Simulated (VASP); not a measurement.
# Si (P2_1/m) in VASP: single point with PBEsol

Aim: the single point of Si with PBEsol.

All numbers are computed with VASP 6.6.1; they aren't measurements. Logs are shortened: lines on timing, memory, paths and dates and some standing lists are left out, and cuts for length are marked.

**1. The cell of the first run**

Symmetry: P2_1/m, No. 11, monoclinic system. The conventional cell has a = 3.677 Å, b = 12.654 Å, c = 4.900 Å, α = 90.00°, β = 92.97°, γ = 90.00°. Si (site symmetry 1) has 6 Si at 2.25 to 3.10 Å within 3.2 Å. Within 2.6 Å of Si (site symmetry 1) lie 4 Si at 2.00 to 2.51 Å. Si (site symmetry 1) has 4 Si at 2.00 to 2.51 Å within 2.6 Å.

**2. Single point, PBEsol**

The input, INCAR:

```
  PREC = Accurate
  ENCUT = 520
  EDIFF = 1E-7
  ISMEAR = 0
  SIGMA = 0.05
  LREAL = F
  LASPH = T
  NELM = 100
  ALGO = Fast
  ISIF = 2
  LWAVE = F
  LCHARG = T
  GGA = PS
  LELF = T
  LVHAR = T
  NBANDS = 36
```

The input, KPOINTS:

```
regular mesh
0
Gamma
  10 10 4
```

The input, POSCAR:

```
Si
1.0
    2.6181307690     -5.3670166660      0.0000000000
    1.0138309221      4.7935490306      0.0000000000
    0.0000000000      0.0000000000     12.6538471797
Si
12
Direct
    0.7570405043      0.2429594957      0.9450993343
    0.2429594957      0.7570405043      0.0549006657
    0.7570405043      0.2429594957      0.5549006657
    0.2429594957      0.7570405043      0.4450993343
    0.4286865207      0.5713134793      0.1572242050
    0.5713134793      0.4286865207      0.8427757950
    0.4286865207      0.5713134793      0.3427757950
    0.5713134793      0.4286865207      0.6572242050
    0.9712162890      0.0287837110      0.9093716909
    0.0287837110      0.9712162890      0.0906283091
    0.9712162890      0.0287837110      0.5906283091
    0.0287837110      0.9712162890      0.4093716909
```

Potentials or basis: VASP PAW PBE potentials, release 64 (Si).

Command:

```sh
$ cat potpaw_PBE.64/Si/POTCAR > POTCAR
$ mpirun -np 1 vasp_std > vasp.out
```

OUTCAR:

```text
PREC = Accurate
   ENCUT = 520
   EDIFF = 1E-7
   ISMEAR = 0
   LREAL = F
   LASPH = T
   NELM = 100
   ISIF = 2
   GGA = PS

 ion  position               nearest neighbor table
   1  0.757  0.243  0.945-   9 2.25   2 2.27   6 2.31   2 2.34   9 2.98  10 3.10
   2  0.243  0.757  0.055-  10 2.25   1 2.27   5 2.31   1 2.34  10 2.98   9 3.10
   3  0.757  0.243  0.555-  11 2.25   4 2.27   8 2.31   4 2.34  11 2.98  12 3.10
   4  0.243  0.757  0.445-  12 2.25   3 2.27   7 2.31   3 2.34  12 2.98  11 3.10
   5  0.429  0.571  0.157-  10 2.00   2 2.31   7 2.35  10 2.51
   6  0.571  0.429  0.843-   9 2.00   1 2.31   8 2.35   9 2.51
   7  0.429  0.571  0.343-  12 2.00   4 2.31   5 2.35  12 2.51
   8  0.571  0.429  0.657-  11 2.00   3 2.31   6 2.35  11 2.51
   9  0.971  0.029  0.909-   6 2.00   1 2.25  10 2.37   6 2.51   1 2.98   2 3.10
  10  0.029  0.971  0.091-   5 2.00   2 2.25   9 2.37   5 2.51   2 2.98   1 3.10
  11  0.971  0.029  0.591-   8 2.00   3 2.25  12 2.37   8 2.51   3 2.98   4 3.10
  12  0.029  0.971  0.409-   7 2.00   4 2.25  11 2.37   7 2.51   4 2.98   3 3.10

  Warning from LATTYP: Monoclinic adjustment (A1->A3, A2->A1, A3->A2)!
  Warning from LATTYP: Got some problem with cell dimensions!
  Tried to take original basis but could not verify dimensions!
  LATTYP: Found a simple monoclinic cell.
 ALAT       =     3.6769567382
 B/A-ratio  =     3.4413913681
 C/A-ratio  =     1.3325118141
 COS(beta)  =    -0.0518023923

  Lattice vectors:

 A1 = (   3.6319616911,  -0.5734676354,   0.0000000000)
 A2 = (   0.0000000000,   0.0000000000,  12.6538471797)
 A3 = (  -1.0138309221,  -4.7935490306,   0.0000000000)

Analysis of symmetry for initial positions (statically):
=====================================================================
 Subroutine PRICEL returns:
 Original cell was already a primitive cell.

 Routine SETGRP: Setting up the symmetry group for a
 simple monoclinic supercell.

 Subroutine GETGRP returns: Found  4 space group operations
 (whereof  2 operations were pure point group operations)
 out of a pool of  4 trial point group operations.

The static configuration has the point symmetry S_2 .
 The point group associated with its full space group is C_2h.

Analysis of symmetry for dynamics (positions and initial velocities):
=====================================================================
 Subroutine PRICEL returns:
 Original cell was already a primitive cell.

 Routine SETGRP: Setting up the symmetry group for a
 simple monoclinic supercell.

 Subroutine GETGRP returns: Found  4 space group operations
[... 132 lines left out ...]
   POTIM  = 0.5000    time-step for ionic-motion
   TEBEG  =    0.0;   TEEND  =   0.0 temperature during run
   PSTRESS=    0.0 pullay stress
   NELECT =      48.0000    total number of electrons
   NUPDOWN=      -1.0000    fix difference up-down
   EMIN   =  10.00;   EMAX   =-10.00  energy-range for DOS
   EFERMI =   0.00;   METHOD = LEGACY
   ISMEAR =     0;   SIGMA  =   0.05  broadening in eV -4-tet -1-fermi 0-gaus
   EFERMI_NEDOS =   21; number of points for ismear=-14 and -15
   IALGO  =     68    algorithm
   IMIX   =      4    mixing-type and parameters
     AMIX     =   0.40;   BMIX     =  1.00
     AMIX_MAG =   1.60;   BMIX_MAG =  1.00
  volume/ion in A,a.u.               =      18.97       128.03
  Fermi-wavevector in a.u.,A,eV,Ry     =   0.974375  1.841302 12.917464  0.949407
  Thomas-Fermi vector in A             =   2.104830
   LORBIT       =      0    0 simple, 1 ext, 2 COOP (PROOUT), +10 PAW based schemes
   GGA     = PS    functional components
   LHFCALC =     F    Hartree Fock is set to
   AEXX    =    0.0000 exact exchange contribution
   IVDW    =     0    specifies the selected vdW correction
   LEPSILON=     F    determine dielectric tensor
   LRPA    =     F    only Hartree local field effects (RPA)
 non-spin polarized calculation
 RMM-DIIS sequential band-by-band and
 Gauss-broadening in eV      SIGMA  =   0.05
  energy-cutoff  :      520.00
  volume of cell :      227.66
 maximum number of plane-waves:      6158
 NGX is ok and might be reduce to    48
   NGX = 23   NGY = 19   NGZ = 47

 number of electron      47.9999999 magnetization

 Free energy of the ion-electron system (eV)
  ---------------------------------------------------
  ext. energy  EPLUGINS =         0.00000000
  ---------------------------------------------------
  free energy    TOTEN  =       -61.12568346 eV

  energy without entropy =      -61.12074124  energy(sigma->0) =      -61.12321235

 E-fermi :   6.4469     XC(G=0):  -9.6204

 val. band max:        6.4464309630   @ k =   0.4000   0.4000   0.2500
 cond. band min:       6.4482800181   @ k =   0.2000   0.3000   0.2500
 fundamental gap:      0.0018490551
 Fermi energy:         6.4468815582

 k-point     1 :       0.0000    0.0000    0.0000
  band No.  band energies     occupation
      1      -6.8244      2.00000
      2      -6.5489      2.00000
      3      -5.0438      2.00000
      4      -3.9392      2.00000
      5      -2.7100      2.00000
      6      -1.6332      2.00000
[... 925 lines left out ...]
     35       9.7815      0.00000
     36      10.0956      0.00000

 [... further k-points ...]
[... 5 lines left out ...]
  --------------------------------------------------------------------------------------
  -------------------------------------------------------------------------------------
  Total       32.5001895     21.8185488     15.3630651     27.2033305      0.0000000      0.0000000
  in kB      228.7227045    153.5497962    108.1188098    191.4456321      0.0000000      0.0000000
  external PRESSURE =     163.4637702 kB  Pullay stress =       0.0000000 kB

 VOLUME and BASIS-vectors are now :
 -----------------------------------------------------------------------------
  energy-cutoff  :      520.00
  volume of cell :      227.66
      direct lattice vectors                 reciprocal lattice vectors
     2.618130769 -5.367016666  0.000000000     0.266435789 -0.056350908  0.000000000
     1.013830922  4.793549031  0.000000000     0.298310356  0.145521352  0.000000000
     0.000000000  0.000000000 12.653847180     0.000000000  0.000000000  0.079027349

 POSITION                                       TOTAL-FORCE (eV/Angst)
 -----------------------------------------------------------------------------------
      2.22835     -2.89841     11.95914        -0.879594      0.451428     -0.576246
      1.40361      2.32494      0.69470         0.879594     -0.451428      0.576246
      2.22835     -2.89841      7.02163        -0.879594      0.451428      0.576246
      1.40361      2.32494      5.63222         0.879594     -0.451428     -0.576246
      1.70157      0.43785      1.98949         5.379731      1.693384      2.561574
      1.93039     -1.01132     10.66436        -5.379731     -1.693384     -2.561574
      1.70157      0.43785      4.33743         5.379731      1.693384     -2.561574
      1.93039     -1.01132      8.31641        -5.379731     -1.693384      2.561574
      2.57195     -5.07456     11.50705         5.201793      0.878411      1.673434
      1.06001      4.50109      1.14680        -5.201793     -0.878411     -1.673434
      2.57195     -5.07456      7.47372         5.201793      0.878411     -1.673434
      1.06001      4.50109      5.18013        -5.201793     -0.878411      1.673434
 -----------------------------------------------------------------------------------
    total drift:                               -0.000000     -0.000000      0.000000

  FREE ENERGIE OF THE ION-ELECTRON SYSTEM (eV)
  ---------------------------------------------------
  free  energy   TOTEN  =       -61.1256834607 eV

  energy  without entropy=      -61.1207412356  energy(sigma->0) =      -61.12321235
```

OSZICAR:

```text
N       E                     dE             d eps       ncg     rms          rms(c)
DAV:   1     0.119857094277E+03    0.11986E+03   -0.18415E+04 11232   0.111E+03
DAV:   2    -0.532622988857E+02   -0.17312E+03   -0.16116E+03 13692   0.167E+02
DAV:   3    -0.635977410204E+02   -0.10335E+02   -0.99907E+01 14840   0.364E+01
DAV:   4    -0.638514507467E+02   -0.25371E+00   -0.25216E+00 14384   0.674E+00
DAV:   5    -0.638591985647E+02   -0.77478E-02   -0.77395E-02 14356   0.117E+00    0.147E+01
RMM:   6    -0.616380882658E+02    0.22211E+01   -0.21744E+00 11409   0.403E+00    0.855E+00
RMM:   7    -0.611556381980E+02    0.48245E+00   -0.30851E+00 12298   0.502E+00    0.135E+00
RMM:   8    -0.611216214594E+02    0.34017E-01   -0.37642E-01 12003   0.256E+00    0.358E-01
RMM:   9    -0.611248388793E+02   -0.32174E-02   -0.67802E-02 14530   0.111E+00    0.373E-01
RMM:  10    -0.611253803079E+02   -0.54143E-03   -0.11589E-02 14105   0.500E-01    0.290E-01
RMM:  11    -0.611268826081E+02   -0.15023E-02   -0.80364E-03 12564   0.330E-01    0.258E-01
RMM:  12    -0.611256482591E+02    0.12343E-02   -0.21370E-03 12626   0.166E-01    0.522E-02
RMM:  13    -0.611256606316E+02   -0.12372E-04   -0.76803E-04 13545   0.936E-02    0.134E-02
RMM:  14    -0.611256790447E+02   -0.18413E-04   -0.10623E-04 14230   0.466E-02    0.807E-03
RMM:  15    -0.611256829925E+02   -0.39478E-05   -0.27881E-05 15361   0.212E-02    0.282E-03
RMM:  16    -0.611256834422E+02   -0.44974E-06   -0.52120E-06 13088   0.897E-03    0.267E-03
RMM:  17    -0.611256833996E+02    0.42639E-07   -0.12932E-06 12794   0.434E-03    0.463E-04
RMM:  18    -0.611256834607E+02   -0.61094E-07   -0.40545E-07 11060   0.225E-03
   1 F= -.61125683E+02 E0= -.61123212E+02  d E =-.494223E-02
```

It took 79 min on 1 thread of Oxide Virtual Turin-like, shared host; peak memory 0.9 GiB.

What came out:

* Free energy: -61.1257 eV
* Pressure: 16.3 GPa
* Largest force: 6.194 eV/Å
* Band gap on the k mesh: zero (bands 24 and 25 overlap by 0.91 eV)

Forces on the atoms (eV/Å):
```
Si  -0.880  0.451 -0.576
Si   0.880 -0.451  0.576
Si  -0.880  0.451  0.576
Si   0.880 -0.451 -0.576
Si   5.380  1.693  2.562
Si  -5.380 -1.693 -2.562
Si   5.380  1.693 -2.562
Si  -5.380 -1.693  2.562
Si   5.202  0.878  1.673
Si  -5.202 -0.878 -1.673
Si   5.202  0.878 -1.673
Si  -5.202 -0.878  1.673
```

Caveat: the stress differs along the axes, from 11 to 23 GPa; the PAW data sets were made with another functional, which shifts forces and pressure a little.
